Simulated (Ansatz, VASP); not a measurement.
**Two plane-wave programs on AlN**

The input INCAR:

```
SYSTEM = AlN
PREC = Accurate ; ENCUT = 520
EDIFF = 1E-6 ; ISMEAR = 0
SIGMA = 0.05 ; LREAL = .False.
LASPH = .True. ; NELM = 60
ALGO = Normal ; ISIF = 2
LWAVE = .False. ; LCHARG = .False.
GGA = PE ; NBANDS = 26
```

The input KPOINTS:

```
regular mesh
0
Gamma
  8 6 4
  0 0 0
```

The input POSCAR:

```
AlN
1.0
   -1.6567491617      2.8695737234      0.0000000000
    0.0000000000      0.0000000000      4.1874629526
    4.9702474850      2.8695737234      0.0000000000
Al N
4 4
Direct
    0.6127137445      0.7500000000      0.2295887652
    0.0000000000      0.7500000000      0.6666666667
    0.0000000000      0.2500000000      0.3333333333
    0.5000000000      0.2500000000      0.8333333333
    0.5000000000      0.2500000000      0.1666666667
    0.0000000000      0.2500000000      0.6666666667
    0.0000000000      0.7500000000      0.3333333333
    0.5000000000      0.7500000000      0.8333333333
```

Input for Ansatz:

```yaml
crystal:
  lattice:
    - [-1.6567491617, 2.8695737234, 0.0]
    - [0.0, 0.0, 4.1874629526]
    - [4.970247485, 2.8695737234, 0.0]
  atoms:
    - { symbol: Al, position: [0.6127137445, 0.75, 0.2295887652] }
    - { symbol: Al, position: [0.0, 0.75, 0.6666666667] }
    - { symbol: Al, position: [0.0, 0.25, 0.3333333333] }
    - { symbol: Al, position: [0.5, 0.25, 0.8333333333] }
    - { symbol: "N", position: [0.5, 0.25, 0.1666666667] }
    - { symbol: "N", position: [0.0, 0.25, 0.6666666667] }
    - { symbol: "N", position: [0.0, 0.75, 0.3333333333] }
    - { symbol: "N", position: [0.5, 0.75, 0.8333333333] }
basis:
  ecutwfc: 420
kpoints:
  mp_grid: { grid: [8, 6, 4] }
hamiltonian:
  xc: pbe
  pseudopotentials: { kind: paw, azcp: { folder: soft_1 } }
scf:
  occupations: { method: gaussian, width: 0.05 }
output:
  forces: true
  stress: true
  eigenvalues: true
  write_density: true
  write_potential: true
  elf: true
  volumetric_format: npy
```

Alike in both runs: task single point; functional PBE; k mesh 8 × 6 × 4; occupations gaussian, width 0.05 eV; no spin polarisation.

```csv
,VASP,Ansatz
version,VASP 6.6.1,Ansatz 0.2.0
potentials or method,"VASP PAW PBE potentials, release 64 (Al, N), cutoff 520 eV","scalar-relativistic, plane waves, PAW"
valence electrons in the cell,32,32
```

Ansatz gave:

* gap on the k mesh at the Fermi level (eV): 2.73
* least direct gap on the mesh (eV): 2.73
* pressure (GPa): 17.8
* traceless stress, the component that is largest in VASP (GPa): 38.33
* rms of the force components (eV/Å): 6.729

Problem. What did VASP give for the same quantities?

Solution. gap on the k mesh at the Fermi level (eV): 2.74; least direct gap on the mesh (eV): 2.74; pressure (GPa): 17.7; traceless stress, the component that is largest in VASP (GPa): 38.28; rms of the force components (eV/Å): 6.730.

Atom by atom the forces differ by 0.004 eV/Å (rms over components). The functional is the same, so the differences come from potentials, cutoffs and numerics.
